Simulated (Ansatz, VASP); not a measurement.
# Two plane-wave programs on SrTiO3

Contents of INCAR:

```
SYSTEM = SrTiO3
PREC = Accurate ; ENCUT = 520
EDIFF = 1E-6 ; ISMEAR = 0
SIGMA = 0.02 ; LREAL = .FALSE.
LASPH = .TRUE. ; NELM = 150
ALGO = Normal ; ISIF = 2
LWAVE = .FALSE. ; LCHARG = .FALSE.
MAGMOM = 0 0 0 0 0 0 0 0 0 0 0 0 0 0 0 ; LORBIT = 11
LSORBIT = .TRUE. ; GGA_COMPAT = .FALSE.
LORBMOM = .TRUE. ; LMAXMIX = 4
GGA = PE ; NBANDS = 55
```

File KPOINTS:

```
regular mesh
0
G
  8 8 8
  0 0 0
```

The input POSCAR:

```
SrTiO3
1.0
    3.9364041143      0.0000000000      0.0000000000
    0.0000000000      3.9364041143      0.0000000000
    0.0000000000      0.0000000000      3.9364041143
Sr Ti O
1 1 3
Direct
    0.5000000000      0.5000000000      0.5000000000
    0.0000000000      0.0000000000      0.0000000000
    0.5000000000      0.0000000000      0.0000000000
    0.0000000000      0.5000000000      0.0000000000
    0.0000000000      0.0000000000      0.5000000000
```

Input for Ansatz:

```yaml
crystal:
  lattice:
    - [3.9364041143, 0.0, 0.0]
    - [0.0, 3.9364041143, 0.0]
    - [0.0, 0.0, 3.9364041143]
  atoms:
    - { symbol: Sr, position: [0.5, 0.5, 0.5] }
    - { symbol: Ti, position: [0.0, 0.0, 0.0] }
    - { symbol: O, position: [0.5, 0.0, 0.0] }
    - { symbol: O, position: [0.0, 0.5, 0.0] }
    - { symbol: O, position: [0.0, 0.0, 0.5] }
basis:
  ecutwfc: 420
kpoints:
  mp_grid: { grid: [8, 8, 8] }
hamiltonian:
  xc: pbe
scf:
  occupations: { method: gaussian, width: 0.02 }
output:
  forces: false
  stress: false
  eigenvalues: true
  eigenstates:
    kpoints:
      - [0.5, 0.5, 0.5]
      - [0.512529963, 0.5, 0.5]
      - [0.487470037, 0.5, 0.5]
      - [0.5, 0.512529963, 0.5]
      - [0.5, 0.487470037, 0.5]
      - [0.5, 0.5, 0.512529963]
      - [0.5, 0.5, 0.487470037]
      - [0.508860022, 0.508860022, 0.5]
      - [0.491139978, 0.491139978, 0.5]
      - [0.508860022, 0.5, 0.508860022]
      - [0.491139978, 0.5, 0.491139978]
      - [0.5, 0.508860022, 0.508860022]
      - [0.5, 0.491139978, 0.491139978]
      - [0.507234178, 0.507234178, 0.507234178]
      - [0.492765822, 0.492765822, 0.492765822]
      - [0.0, 0.0, 0.0]
      - [0.012529963, 0.0, 0.0]
      - [-0.012529963, 0.0, 0.0]
      - [0.0, 0.012529963, 0.0]
      - [0.0, -0.012529963, 0.0]
      - [0.0, 0.0, 0.012529963]
      - [0.0, 0.0, -0.012529963]
      - [0.008860022, 0.008860022, 0.0]
      - [-0.008860022, -0.008860022, 0.0]
      - [0.008860022, 0.0, 0.008860022]
      - [-0.008860022, 0.0, -0.008860022]
      - [0.0, 0.008860022, 0.008860022]
      - [0.0, -0.008860022, -0.008860022]
      - [0.007234178, 0.007234178, 0.007234178]
      - [-0.007234178, -0.007234178, -0.007234178]
    e_range: [-3.326544, 3.326544]
magnetization:
  noncollinear: true
  spin_orbit: true
checkpoint:
  read: start.run
  write: ck
  compress: false
  write_wavefunctions: false
  write_every: 100000
```

Alike in both runs: task single point; functional PBE; k mesh 8 × 8 × 8; occupations gaussian, width 0.02 eV; non-collinear spin, spin-orbit coupling.

```csv
,VASP,Ansatz
version,VASP 6.6.1,Ansatz 0.2.0
potentials or method,"VASP PAW PBE potentials, release 64 (Sr_sv, Ti_sv, O), cutoff 520 eV","plane waves, PAW"
valence electrons in the cell,40,40
```

```csv
,VASP,Ansatz,Ansatz less VASP
net moment per atom (μB),0.00,0.00,0.000
```
